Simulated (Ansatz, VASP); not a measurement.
**VN2 in VASP and in Ansatz**

File INCAR:

```
SYSTEM = VN2
PREC = Accurate
ENCUT = 520
EDIFF = 1E-6
ISMEAR = 0
SIGMA = 0.1
LREAL = .False.
LASPH = .True.
NELM = 100
ALGO = Normal
ISIF = 2
LWAVE = .False.
LCHARG = .False.
GGA = PE
NBANDS = 32
```

The input KPOINTS:

```
Automatic mesh
0
Gamma
  4 4 4
  0 0 0
```

The input POSCAR:

```
VN2
1.0
   -4.0643300824      4.0643300824      4.7079710569
    4.0643300824     -4.0643300824      4.7079710569
    4.0643300824      4.0643300824     -4.7079710569
V N
2 4
Direct
    0.2500000000      0.2500000000      0.0000000000
    0.7500000000      0.7500000000      0.0000000000
    0.1151000000      0.6151000000      0.7302000000
    0.6151000000      0.8849000000      0.5000000000
    0.8849000000      0.3849000000      0.2698000000
    0.3849000000      0.1151000000      0.5000000000
```

Input for Ansatz:

```yaml
crystal:
  lattice:
    - [-4.0643300824, 4.0643300824, 4.7079710569]
    - [4.0643300824, -4.0643300824, 4.7079710569]
    - [4.0643300824, 4.0643300824, -4.7079710569]
  atoms:
    - { symbol: V, position: [0.25, 0.25, 0.0] }
    - { symbol: V, position: [0.75, 0.75, 0.0] }
    - { symbol: "N", position: [0.1151, 0.6151, 0.7302] }
    - { symbol: "N", position: [0.6151, 0.8849, 0.5] }
    - { symbol: "N", position: [0.8849, 0.3849, 0.2698] }
    - { symbol: "N", position: [0.3849, 0.1151, 0.5] }
basis:
  ecutwfc: 420
kpoints:
  mp_grid: { grid: [4, 4, 4] }
hamiltonian:
  xc: pbe
scf:
  occupations: { method: gaussian, width: 0.1 }
  max_iter: 84
output:
  forces: true
  stress: true
  eigenvalues: true
```

Alike in both runs: task single point; functional PBE; k mesh 4 × 4 × 4; occupations gaussian, width 0.1 eV; no spin polarisation.

```csv
,VASP,Ansatz
version,VASP 6.6.1,Ansatz 0.2.0
potentials or method,"VASP PAW PBE potentials, release 64 (V_sv, N), cutoff 520 eV","scalar-relativistic, plane waves, PAW"
valence electrons in the cell,46,46
```

|  | VASP | Ansatz | Ansatz less VASP |
| --- | --- | --- | --- |
| gap on the k mesh at the Fermi level (eV) | none | none | - |
| pressure (GPa) | -7.3 | -7.3 | 0.00 |
| traceless stress, the component that is largest in VASP (GPa) | 1.87 | 1.88 | +0.004 |
| rms of the force components (eV/Å) | 0.777 | 0.778 | +0.0013 |

Atom by atom the forces differ by 0.001 eV/Å (rms over components). A gap of «none» marks a metal or a gap that the smearing closes. The functional is the same, so the differences come from potentials, cutoffs and numerics.
